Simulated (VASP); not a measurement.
The system is Ta.

```
Ta
1.0
     2.90037    0.00000    0.00000
    -1.45019    2.51180    0.00000
     0.00000    0.00000    5.16627
Ta
2
Cartesian
  1.4502 0.8373 3.8747
  0.0000 1.6745 1.2916
```

This isn't the form of Ta at room conditions, which is bcc.

| Item | Value |
| --- | --- |
| Program | VASP 6.6.1 |
| Task | relaxation of cell and atoms |
| Functional | BLYP |
| Dispersion | D3(BJ) |
| Potentials or basis | VASP PAW PBE potentials, release 64 (Ta_pv) |
| Cutoff | 600 eV |
| k mesh | 12 × 12 × 6 |
| Occupations | methfessel-paxton, width 0.1 eV |
| Spin | no spin polarisation |

At the start: pressure -8.3 GPa; volume 18.82 Å³/atom.

Where does the relaxation end?

Over 9 steps the energy falls by 22.3 meV/atom and the volume is 18.01 Å³/atom (-4.3 %); space group P6_3/mmc (No. 194, to 0.1 Å) before and after.

The path:
```
step  energy change (eV)  largest force (eV/Å)  pressure (GPa)  volume (Å³)
   1              0.0000                0.0000           -8.26        37.64
   2              0.2030                0.0000           25.09        32.59
   3             -0.0443                0.0000           -0.28        36.06
   4             -0.0444                0.0000            0.02        36.01
   5             -0.0444                0.0000            0.20        35.98
   6             -0.0446                0.0000            0.18        35.99
   7             -0.0446                0.0000            0.17        35.99
   8             -0.0446                0.0000           -0.32        36.07
   9             -0.0446                0.0000            0.01        36.02
```

Final structure:
```xyz
2
Lattice="2.8510 0.0000 0.0000 -1.4255 2.4691 0.0000 0.0000 0.0000 5.1164" Properties=species:S:1:pos:R:3 pbc="T T T"
Ta    1.4255    0.8230    3.8373
Ta    0.0000    1.6461    1.2791
```

Caveat: the dispersion term is far too large for a dense solid, which distorts pressure and volume; the PAW data sets were made with another functional, which shifts forces and pressure a little.
